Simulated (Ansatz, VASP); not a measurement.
## One calculation of Co, two programs

The input INCAR:

```
  PREC = Accurate
  ENCUT = 520
  EDIFF = 1E-7
  ISMEAR = -1
  SIGMA = 0.1
  LREAL = F
  LASPH = T
  NELM = 80
  ALGO = Normal
  ISIF = 2
  LWAVE = F
  LCHARG = F
  GGA = RP
  NBANDS = 16
```

File KPOINTS:

```
regular mesh
0
Gamma
  24 24 13
```

Contents of POSCAR:

```
Co
1.0
    2.5735071671      0.0000000000      0.0000000000
   -1.2867535835      2.2287225836      0.0000000000
    0.0000000000      0.0000000000      4.1464110343
Co
2
Direct
    0.3333333333      0.6666666667      0.2500000000
    0.6666666667      0.3333333333      0.7500000000
```

Input for Ansatz:

```yaml
crystal:
  lattice:
    - [2.5735071682, 0.0, 0.0]
    - [-1.2867535841, 2.2287225845, 0.0]
    - [0.0, 0.0, 4.1464110086]
  atoms:
    - { symbol: Co, position: [0.3333333333, 0.6666666667, 0.25] }
    - { symbol: Co, position: [0.6666666667, 0.3333333333, 0.75] }
hamiltonian:
  xc: rpbe
  pseudopotentials:
    kind: paw
    azcp:
      Co: "pseudopotentials/Co.paw.azcp"
basis:
  ecutwfc: 420
  fft_grid_basis: typed
kpoints:
  mp_grid: { grid: [24, 24, 13], shift: [0, 0, 0] }
magnetization:
  spin_polarized: false
scf:
  occupations: { method: fermi_dirac, width: 0.1 }
output:
  stress: true
```

Alike in both runs: task single point; functional RPBE; k mesh 24 × 24 × 13; occupations fermi-dirac, width 0.1 eV; no spin polarisation.

|  | VASP | Ansatz |
| --- | --- | --- |
| version | VASP 6.6.1 | Ansatz 0.2.0 |
| potentials or method | VASP PAW PBE potentials, release 64 (Co), cutoff 520 eV | plane waves (420 eV) with PAW, scalar-relativistic |
| valence electrons in the cell | 18 | 34 |

|  | VASP | Ansatz | Ansatz less VASP |
| --- | --- | --- | --- |
| pressure (GPa) | -19.7 | -19.9 | -0.12 |
| traceless stress, the component that is largest in VASP (GPa) | -0.40 | -0.35 | +0.048 |

VASP's potentials were made for PBE, not for RPBE. VASP's potentials hold 18 valence electrons a cell and Ansatz's 34, so a difference there can come from the potentials and not from the codes.
